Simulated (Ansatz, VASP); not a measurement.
## Li7Bi: VASP beside Ansatz

```
Li Bi
1.0
     0.00068    4.72992    3.53450
     4.74521    0.00053    3.53156
     4.76620    4.75191    0.00056
Li Bi
7 1
Direct
  0.49127 0.01535 0.98106
  0.01134 0.47799 0.52100
  0.01656 0.49375 0.98008
  0.47610 0.00843 0.52330
  0.99449 0.99704 0.49258
  0.49626 0.49184 0.00969
  0.54284 0.54210 0.45656
  0.97115 0.97349 0.03573
```

Change from the starting cell: cell x1, atoms moved at random (sigma 0.15 Å) and cell strained at random (1.5 %), then relaxed without symmetry.

Alike in both runs: functional PBE; k mesh 4 × 4 × 4; occupations gaussian, width 0.2 eV; no spin polarisation.

Ansatz relaxed the structure, and its values are those at the end. VASP's run is a single point on that final structure, the one shown.

```csv
,VASP,Ansatz
version,VASP 6.6.1,Ansatz 0.2.0
potentials or method,"VASP PAW PBE potentials, release 64 (Li_sv, Bi_d), cutoff 520 eV","scalar-relativistic, plane waves, PAW"
valence electrons in the cell,36,36
```

```tsv
	VASP	Ansatz	Ansatz less VASP
gap on the k mesh at the Fermi level (eV)	none	none	-
rms of the force components (eV/Å)	0.003	0.003	-0.0001
```

A gap of «none» marks a metal or a gap that the smearing closes. The functional is the same, so the differences come from potentials, cutoffs and numerics.

Spin-orbit coupling is off throughout. Noted on VASP's run: the cutoff is short for stress, so the pressure is rough.
